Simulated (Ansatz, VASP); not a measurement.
# One calculation of PtSe2, two programs

```
Pt Se
1.0
     3.75166    0.00000    0.00000
    -1.87583    3.24903    0.00000
     0.00000    0.00000    6.52688
Pt Se
1 2
Direct
  0.00000 0.00000 0.00000
  0.33333 0.66667 0.20019
  0.66667 0.33333 0.79981
```

Alike in both runs: task relaxation of cell and atoms; functional PBE; k mesh 12 × 12 × 4; occupations gaussian, width 0.02 eV; no spin polarisation.

```csv
,VASP,Ansatz
version,VASP 6.6.1,Ansatz 0.2.0
potentials or method,"VASP PAW PBE potentials, release 64 (Pt, Se), cutoff 600 eV","scalar-relativistic, plane waves, PAW"
valence electrons in the cell,22,50
```

Ansatz gave:

- gap on the k mesh at the Fermi level, each at its own relaxed structure (eV): 0.90
- relaxed volume (Å³/atom): 26.52
- relaxed cell length with the largest relative difference (Å): 3.752

**Question.** What did VASP give for the same quantities?

**Answer.** gap on the k mesh at the Fermi level, each at its own relaxed structure (eV): 0.89; relaxed volume (Å³/atom): 26.51; relaxed cell length with the largest relative difference (Å): 3.751.

VASP's potentials hold 22 valence electrons a cell and Ansatz's 50, so a difference there can come from the potentials and not from the codes.

Spin-orbit coupling is off throughout.
